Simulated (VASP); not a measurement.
# CO2 (CO2-V) (I-42d) in VASP: further runs

CO2 (CO2-V) is run at these levels: PBEsol; tasks: single point, relaxation of cell and atoms.

All numbers are computed with VASP 6.6.1; they aren't measurements. Logs are shortened: lines on timing, memory, paths and dates and some standing lists are left out, and cuts for length are marked.

## Step 1: The cell of the first run

It takes space group I-42d (No. 122, tetragonal). The conventional cell has a = 3.434 Å, b = 3.434 Å, c = 5.959 Å, α = 90.00°, β = 90.00°, γ = 90.00°. Within 1.8 Å of C (site symmetry -4) lie 4 O at 1.35 Å. O (site symmetry 2) has 2 C at 1.35 Å within 1.8 Å.

## Step 2: Single point, PBEsol

INCAR

```
SYSTEM = CO2
  PREC = Accurate
  ENCUT = 520
  EDIFF = 1E-6
  ISMEAR = 0
  SIGMA = 0.01
  LREAL = .False.
  LASPH = .True.
  NELM = 100
  ALGO = Normal
  ISIF = 2
  LWAVE = .False.
  LCHARG = .True.
  GGA = PS
  LELF = .True.
  LVHAR = .True.
  NBANDS = 25
```

KPOINTS

```
regular mesh
0
Gamma
  8 8 8
  0 0 0
```

POSCAR

```
CO2
1.0
   -1.7171173567      1.7171173567      2.9794418966
    1.7171173567     -1.7171173567      2.9794418966
    1.7171173567      1.7171173567     -2.9794418966
C O
2 4
Direct
    0.0000000000      0.0000000000      0.0000000000
    0.7500000000      0.2500000000      0.5000000000
    0.3750000000      0.3374172389      0.4624172389
    0.6625827611      0.1250000000      1.0375827611
    0.8750000000      0.9125827611      0.5375827611
    0.0874172389      0.6250000000     -0.0375827611
```

Potentials or basis: VASP PAW PBE potentials, release 64 (C, O).

Launch:

```
$ cat potpaw_PBE.64/C/POTCAR potpaw_PBE.64/O/POTCAR > POTCAR
$ mpirun -np 1 vasp_std > vasp.out
```

OUTCAR:

```text
SYSTEM = CO2
   PREC = Accurate
   ENCUT = 520
   EDIFF = 1E-6
   ISMEAR = 0
   LREAL = .False.
   LASPH = .True.
   NELM = 100
   ISIF = 2
   GGA = PS

 ion  position               nearest neighbor table
   1  0.000  0.000  0.000-   3 1.35   4 1.35   5 1.35   6 1.35
   2  0.750  0.250  0.500-   3 1.35   4 1.35   5 1.35   6 1.35
   3  0.375  0.337  0.462-   1 1.35   2 1.35
   4  0.663  0.125  0.038-   1 1.35   2 1.35
   5  0.875  0.913  0.538-   1 1.35   2 1.35
   6  0.087  0.625  0.962-   1 1.35   2 1.35

  LATTYP: Found a body centered tetragonal cell.
 ALAT       =     3.4342347134
 C/A-ratio  =     1.7351416809

  Lattice vectors:

 A1 = (  -1.7171173567,   1.7171173567,   2.9794418966)
 A2 = (   1.7171173567,  -1.7171173567,   2.9794418966)
 A3 = (   1.7171173567,   1.7171173567,  -2.9794418966)

Analysis of symmetry for initial positions (statically):
=====================================================================
 Subroutine PRICEL returns:
 Original cell was already a primitive cell.

 Routine SETGRP: Setting up the symmetry group for a
 body centered tetragonal supercell.

 Subroutine GETGRP returns: Found  8 space group operations
 (whereof  4 operations were pure point group operations)
 out of a pool of 16 trial point group operations.

The static configuration has the point symmetry S_4 .
 The point group associated with its full space group is D_2d.

Analysis of symmetry for dynamics (positions and initial velocities):
=====================================================================
 Subroutine PRICEL returns:
 Original cell was already a primitive cell.

 Routine SETGRP: Setting up the symmetry group for a
 body centered tetragonal supercell.

 Subroutine GETGRP returns: Found  8 space group operations
 (whereof  4 operations were pure point group operations)
 out of a pool of 16 trial point group operations.

The dynamic configuration has the point symmetry S_4 .
 The point group associated with its full space group is D_2d.

 Subroutine INISYM returns: Found  8 space group operations
 (whereof  4 operations are pure point group operations),
 and found     1 'primitive' translations

----------------------------------------------------------------------------------------

                                     Primitive cell

  volume of cell :      35.1394

[... 98 lines left out ...]
   EDIFFG = 0.1E-04   stopping-criterion for IOM
   NSW    =      0    number of steps for IOM
   IBRION =     -1    ionic relax: 0-MD 1-quasi-New 2-CG
   NFREE  =      0    steps in history (QN), initial steepest desc. (CG)
   ISIF   =      2    stress and relaxation
   ISYM   =      2    0-nonsym 1-usesym 2-fastsym
   POTIM  = 0.5000    time-step for ionic-motion
   TEBEG  =    0.0;   TEEND  =   0.0 temperature during run
   PSTRESS=    0.0 pullay stress
   NELECT =      32.0000    total number of electrons
   NUPDOWN=      -1.0000    fix difference up-down
   EMIN   =  10.00;   EMAX   =-10.00  energy-range for DOS
   EFERMI =   0.00;   METHOD = LEGACY
   ISMEAR =     0;   SIGMA  =   0.01  broadening in eV -4-tet -1-fermi 0-gaus
   EFERMI_NEDOS =   21; number of points for ismear=-14 and -15
   IALGO  =     38    algorithm
   IMIX   =      4    mixing-type and parameters
     AMIX     =   0.40;   BMIX     =  1.00
     AMIX_MAG =   1.60;   BMIX_MAG =  1.00
  volume/ion in A,a.u.               =       5.86        39.52
  Fermi-wavevector in a.u.,A,eV,Ry     =   1.586816  2.998647 34.259260  2.517985
  Thomas-Fermi vector in A             =   2.686069
   LORBIT       =      0    0 simple, 1 ext, 2 COOP (PROOUT), +10 PAW based schemes
   GGA     = PS    functional components
   LHFCALC =     F    Hartree Fock is set to
   AEXX    =    0.0000 exact exchange contribution
   IVDW    =     0    specifies the selected vdW correction
   LEPSILON=     F    determine dielectric tensor
   LRPA    =     F    only Hartree local field effects (RPA)
 non-spin polarized calculation
 Gauss-broadening in eV      SIGMA  =   0.01
  energy-cutoff  :      520.00
  volume of cell :       35.14
 maximum number of plane-waves:       957
 NGX is ok and might be reduce to    30
   NGX = 15   NGY = 15   NGZ = 15

 number of electron      32.0000002 magnetization

 Free energy of the ion-electron system (eV)
  ---------------------------------------------------
  ext. energy  EPLUGINS =         0.00000000
  ---------------------------------------------------
  free energy    TOTEN  =       -44.41349804 eV

  energy without entropy =      -44.41349804  energy(sigma->0) =      -44.41349804

 E-fermi :   6.0321     XC(G=0): -13.2282

 val. band max:        5.8994629046   @ k =  -0.2500   0.3750   0.2500
 cond. band min:      13.0825962993   @ k =   0.0000   0.0000   0.0000
 fundamental gap:      7.1831333946
 Fermi energy:         6.0321257341

 k-point     1 :       0.0000    0.0000    0.0000
  band No.  band energies     occupation
      1     -20.4541      2.00000
      2     -13.8011      2.00000
      3     -13.8011      2.00000
      4     -13.4942      2.00000
      5      -9.0821      2.00000
      6      -4.7446      2.00000
[... 661 lines left out ...]
     24      21.0116      0.00000
     25      24.8022      0.00000

 [... further k-points ...]

------------------------ aborting loop because EDIFF is reached ----------------------------------------

  FORCE on cell =-STRESS in cart. coord.  units (eV):
  Direction    XX          YY          ZZ          XY          YZ          ZX
  --------------------------------------------------------------------------------------
  -------------------------------------------------------------------------------------
  Total       13.8228951     13.8228951     13.8476705      0.0000000      0.0000000      0.0000000
  in kB      630.2527149    630.2527149    631.3823487      0.0000000      0.0000000      0.0000000
  external PRESSURE =     630.6292595 kB  Pullay stress =       0.0000000 kB

 VOLUME and BASIS-vectors are now :
 -----------------------------------------------------------------------------
  energy-cutoff  :      520.00
  volume of cell :       35.14
      direct lattice vectors                 reciprocal lattice vectors
    -1.717117357  1.717117357  2.979441897     0.000000000  0.291185689  0.167816664
     1.717117357 -1.717117357  2.979441897     0.291185689  0.000000000  0.167816664
     1.717117357  1.717117357 -2.979441897     0.291185689  0.291185689  0.000000000

 POSITION                                       TOTAL-FORCE (eV/Angst)
 -----------------------------------------------------------------------------------
      0.00000      0.00000      0.00000         0.000000      0.000000      0.000000
      0.00000      1.71712      1.48972         0.000000      0.000000      0.000000
      0.72949      0.85856      0.74486         0.161081      0.000000      0.000000
     -0.85856      0.98763      2.23458         0.000000     -0.161081     -0.000000
      0.98763      0.85856      3.72430        -0.161081     -0.000000     -0.000000
      2.57568      0.72949     -0.74486         0.000000      0.161081      0.000000
 -----------------------------------------------------------------------------------
    total drift:                               -0.000000     -0.000000      0.000000

  FREE ENERGIE OF THE ION-ELECTRON SYSTEM (eV)
  ---------------------------------------------------
  free  energy   TOTEN  =       -44.4134980445 eV

  energy  without entropy=      -44.4134980445  energy(sigma->0) =      -44.41349804
```

Run time: 26 s. Hardware: 1 thread of Intel Xeon 6975P-C (Granite Rapids), shared host; peak memory 0.18 GiB.

Results:

* Free energy: -44.4135 eV
* Pressure: 63.1 GPa
* Largest force: 0.161 eV/Å
* Band gap on the k mesh: 7.18 eV, indirect (least direct gap 7.39 eV)

Forces in eV/Å, atoms in the order of the input:
```
C    0.000  0.000  0.000
C    0.000  0.000  0.000
O    0.161  0.000  0.000
O    0.000 -0.161  0.000
O   -0.161  0.000  0.000
O    0.000  0.161  0.000
```

Stress tensor (GPa, compression positive):
```
63.03  0.00  0.00
 0.00 63.03  0.00
 0.00  0.00 63.14
```

Levels at points of the mesh, in eV from the valence-band top:
```
           k point  band 13  band 14  band 15  band 16  band 17  band 18  band 19  band 20
(0.00, 0.00, 0.00)    -2.32    -0.40    -0.40    -0.20     7.18    10.57    10.57    11.71
(0.50, 0.00, 0.00)    -2.04    -1.67    -0.50    -0.28     9.19    10.82    11.04    11.74
(0.50, 0.50, 0.00)    -0.92    -0.92    -0.32    -0.32    10.36    10.36    11.30    11.30
(0.50, 0.50, 0.50)    -3.00    -3.00    -0.41    -0.41     8.29     8.29    11.00    11.00
```

Caveat: the PAW data sets were made with another functional, which shifts forces and pressure a little.

## Step 3: Relaxation of cell and atoms, PBEsol, target pressure 60 GPa, at which the enthalpy is minimised

This run uses another cell than the first one, of 6.32 Å³/atom, 1.080 times its volume.

INCAR

```
SYSTEM = CO2
ALGO = Normal ; EDIFF = 1E-7
EDIFFG = -0.003 ; ENCUT = 600
GGA = PS ; IBRION = 2
ISIF = 3 ; ISMEAR = 0
LASPH = .True. ; LCHARG = .False.
LREAL = .False. ; LWAVE = .False.
NELM = 100 ; NSW = 80
PREC = Accurate ; PSTRESS = 600.0
SIGMA = 0.01
```

KPOINTS

```
k-points
0
Gamma
  8 8 8
  0 0 0
```

POSCAR

```
CO2
1.0
   -1.8081000000      1.8081000000      2.9017000000
    1.8081000000     -1.8081000000      2.9017000000
    1.8081000000      1.8081000000     -2.9017000000
C O
2 4
Direct
    0.0000000000      0.0000000000      0.0000000000
    0.7500000000      0.2500000000      0.5000000000
    0.3750000000      0.3950000000      0.5200000000
    0.6050000000      0.1250000000      0.9800000000
    0.8750000000      0.8550000000      0.4800000000
    0.1450000000      0.6250000000      0.0200000000
```

Potentials or basis: VASP PAW PBE potentials, release 64 (C, O).

Launch:

```
$ cat potpaw_PBE.64/C/POTCAR potpaw_PBE.64/O/POTCAR > POTCAR
$ mpirun -np 1 vasp_std > vasp.out
```

It took 2.9 min on 1 thread of Intel Xeon 6975P-C (Granite Rapids), shared host; peak memory 0.19 GiB.

It converged, with:

- Free energy: -44.4793 eV
- Relaxed volume: 5.87 Å³/atom
- Relaxed cell: a = 3.851 Å, b = 3.851 Å, c = 3.851 Å, α = 127.13°, β = 127.13°, γ = 78.04°
- Space group after relaxing (to 0.05 Å): I-42d (No. 122)
- Energy change on relaxing (the enthalpy is what falls): -573.2 meV/atom
- Ionic steps: 17
- Pressure after relaxing: 60.0 GPa
- Band gap on the k mesh: 7.15 eV, indirect (least direct gap 7.36 eV)

Step by step:
| step | energy change (eV) | largest force (eV/Å) | pressure (GPa) | volume (Å³) |
| --- | --- | --- | --- | --- |
| 1 | 0.0000 | 7.7215 | -6.53 | 37.95 |
| 2 | 17.2186 | 21.0246 | 550.80 | 25.12 |
| 3 | -1.6739 | 3.2066 | 74.51 | 32.57 |
| 4 | -1.5931 | 2.2861 | 88.92 | 32.05 |
| 5 | -1.4884 | 1.6647 | 98.81 | 31.73 |
| 6 | -3.5867 | 1.3074 | 62.28 | 35.88 |
| 7 | -3.2155 | 0.6133 | 70.77 | 34.67 |
| 8 | -3.7310 | 1.2248 | 38.86 | 36.30 |
| 9 | -3.4324 | 0.0110 | 59.81 | 35.17 |
| 10 | -3.4286 | 0.0009 | 60.01 | 35.16 |
| 11 | -3.4278 | 0.0029 | 60.06 | 35.16 |
| 12 | -3.4252 | 0.0141 | 60.20 | 35.15 |
| 13 | -3.4314 | 0.0125 | 60.06 | 35.17 |
| 14 | -3.4376 | 0.0110 | 59.92 | 35.19 |
| 15 | -3.4399 | 0.0105 | 59.87 | 35.19 |
| 16 | -3.4381 | 0.0114 | 60.12 | 35.19 |
| 17 | -3.4390 | 0.0002 | 59.99 | 35.19 |

Final structure:
```
C O
1.0
    -1.71467    1.71467    2.99228
     1.71467   -1.71467    2.99228
     1.71467    1.71467   -2.99228
C O
2 4
Cartesian
  0.0000 0.0000 0.0000
  0.0000 1.7147 1.4961
  0.7328 0.8573 0.7481
  -0.8573 0.9819 2.2442
  0.9819 0.8573 3.7403
  2.5720 0.7328 -0.7481
```

Levels at points of the mesh, in eV from the valence-band top:
```csv
k point,band 12,band 13,band 14,band 15,band 16,band 17,band 18,band 19,band 20
"(0.00, 0.00, 0.00)",-2.33,-2.33,-0.39,-0.39,-0.21,7.15,10.48,10.48,11.58
"(0.50, 0.00, 0.00)",-4.01,-2.04,-1.67,-0.51,-0.32,9.12,10.73,11.01,11.63
"(0.50, 0.50, 0.00)",-2.96,-0.93,-0.93,-0.32,-0.32,10.28,10.28,11.25,11.25
"(0.50, 0.50, 0.50)",-3.10,-2.99,-2.99,-0.42,-0.42,8.20,8.20,10.91,10.91
```

Caveat: the cell is relaxed towards a set pressure, so the enthalpy falls and the energy may rise; the PAW data sets were made with another functional, which shifts forces and pressure a little. A k mesh can miss the band edges.

(Continued in part 2 of 2.)
